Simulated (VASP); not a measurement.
TePb: single point with revPBE

The system is TePb.

```
CELL_PARAMETERS angstrom
0.00000 3.27352 3.27352
3.27352 0.00000 3.27352
3.27352 3.27352 0.00000
ATOMIC_POSITIONS crystal
Pb 0.00000 0.00000 0.00000
Te 0.50000 0.50000 0.50000
```

```yaml
Program: VASP 6.6.1
Task: single point
Functional: revPBE
Potentials_or_basis: VASP PAW PBE potentials, release 64 (Pb_d, Te)
Cutoff: 520 eV
k_mesh: 7 × 7 × 7
Occupations: fermi-dirac, width 0.05 eV
Spin: no spin polarisation
Dipole_correction: no
Further_INCAR_settings: ALGO = Normal; EDIFF = 1e-06; NBANDS = 17
```

The pressure is 1.4 GPa.

Levels at points of the mesh, in eV from the Fermi level:
```
           k point  band 8  band 9  band 10  band 11  band 12  band 13
(0.00, 0.00, 0.00)   -1.68   -1.68    -1.68     3.59     3.59     3.59
```

It took 28 s on 1 thread of Intel Xeon 6975P-C, on a shared host, peak memory 0.21 GiB.

Caveat: this odd mesh misses L, where the gap lies, so gap, dielectric constants and Born charges aren't listed; the PAW data sets were made with another functional, which shifts forces and pressure a little; spin-orbit coupling is left out, which moves the levels of the heavy elements.
